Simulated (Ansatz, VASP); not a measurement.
## One calculation of Ta4O, two programs

```
Ta O
1.0
     3.25750    0.00000    0.00000
     0.00000    3.25750    0.00000
     0.00000    0.00000    7.40934
Ta O
4 1
Direct
  0.00000 0.00000 0.50000
  0.50000 0.50000 0.78316
  0.50000 0.50000 0.21684
  0.00000 0.00000 0.00000
  0.50000 0.50000 0.50000
```

Alike in both runs: task relaxation of cell and atoms; functional PBE; k mesh 12 × 12 × 6; occupations gaussian, width 0.1 eV; no spin polarisation.

|  | VASP | Ansatz |
| --- | --- | --- |
| version | VASP 6.6.1 | Ansatz 0.2.0 |
| potentials or method | VASP PAW PBE potentials, release 64 (Ta_pv, O), cutoff 600 eV | scalar-relativistic, plane waves, PAW |
| valence electrons in the cell | 50 | 58 |

Ansatz gave:

* gap on the k mesh at the Fermi level, each at its own relaxed structure (eV): none
* relaxed volume (Å³/atom): 15.67
* relaxed cell length with the largest relative difference (Å): 7.396

Task: What did VASP give for the same quantities?

Result: gap on the k mesh at the Fermi level, each at its own relaxed structure (eV): none; relaxed volume (Å³/atom): 15.68; relaxed cell length with the largest relative difference (Å): 7.400.

A gap of «none» marks a metal or a gap that the smearing closes. VASP's potentials hold 50 valence electrons a cell and Ansatz's 58, so a difference there can come from the potentials and not from the codes.

Neither program's run includes spin-orbit coupling.
